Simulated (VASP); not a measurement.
Here is a VASP 6.6.1 calculation.

Contents of INCAR:

```
  ALGO = Normal
  EDIFF = 1E-6
  EDIFFG = -0.005
  ENCUT = 600
  GGA = CA
  IBRION = 2
  ISIF = 3
  ISMEAR = -1
  LASPH = True
  LCHARG = False
  LREAL = False
  LWAVE = False
  NELM = 100
  NSW = 60
  PREC = Accurate
  PSTRESS = 4500.0
  SIGMA = 0.05
```

The input KPOINTS:

```
k-points
0
Gamma
  14 14 14
```

POSCAR

```
Te
1.0
    0.0000000000      2.2495811352      2.2495811352
    2.2495811352      0.0000000000      2.2495811352
    2.2495811352      2.2495811352      0.0000000000
Te
2
Direct
   -0.1250000000     -0.1250000000     -0.1250000000
    0.1250000000      0.1250000000      0.1250000000
```

Potentials or basis: VASP PAW LDA potentials, release 64 (Te).

Run with:

```console
$ cat potpaw_LDA.64/Te/POTCAR > POTCAR
$ mpirun -np 1 vasp_std > vasp.out
```

(1) Predict the relaxed cell.

(2) Predict the space group after relaxing (to 0.05 Å).

## Answers

(1) a = 3.370 Å, b = 3.370 Å, c = 3.370 Å, α = 60.00°, β = 60.00°, γ = 60.00°.

(2) Fd-3m (No. 227).
